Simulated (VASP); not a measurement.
Wanted: the native input for a VASP 6.6.1 run.

| Item | Value |
| --- | --- |
| Task | single point |
| Functional | LDA |
| Potentials or basis | VASP PAW LDA potentials, release 64 (Ga_d, P) |
| Cutoff | 520 eV |
| k mesh | 10 × 10 × 10 |
| Occupations | gaussian, width 0.05 eV |
| Spin | no spin polarisation |
| Dipole correction | no |
| Further INCAR settings | ALGO = Normal; EDIFF = 1e-06; NBANDS = 16 |

The structure of GaP lies in POSCAR:

```
GaP
1.0
    0.0000000000      2.7625868314      2.6520833581
    2.7625868314      0.0000000000      2.6520833581
    2.7625868314      2.7625868314      0.0000000000
Ga P
1 1
Direct
    0.0000000000      0.0000000000      0.0000000000
    0.7500000000      0.7500000000      0.7500000000
```

This cell differs from its parent crystal: ratio of the length along z to the lengths across it x 0.96, volume and fractional coordinates fixed.

One way to write it, as run:

INCAR

```
SYSTEM = GaP
PREC = Accurate
ENCUT = 520
EDIFF = 1E-6
ISMEAR = 0
SIGMA = 0.05
LREAL = .False.
LASPH = .True.
NELM = 100
ALGO = Normal
ISIF = 2
LWAVE = .False.
LCHARG = .True.
GGA = CA
LELF = .True.
LVHAR = .True.
NBANDS = 16
```

KPOINTS

```
regular mesh
0
Gamma
  10 10 10
  0 0 0
```

Potentials or basis: VASP PAW LDA potentials, release 64 (Ga_d, P).

The run is started by

```console
$ cat potpaw_LDA.64/Ga_d/POTCAR potpaw_LDA.64/P/POTCAR > POTCAR
$ mpirun -np 1 vasp_std > vasp.out
```

Results of the run:

| Property | Result |
| --- | --- |
| Pressure | -2.7 GPa |
| Band gap on the k mesh | 1.07 eV, indirect (least direct gap 1.48 eV) |

Run time: 22 s on 1 thread of Intel(R) Xeon(R) 6975P-C (Granite Rapids), with other jobs on the host, peak memory 0.18 GiB.
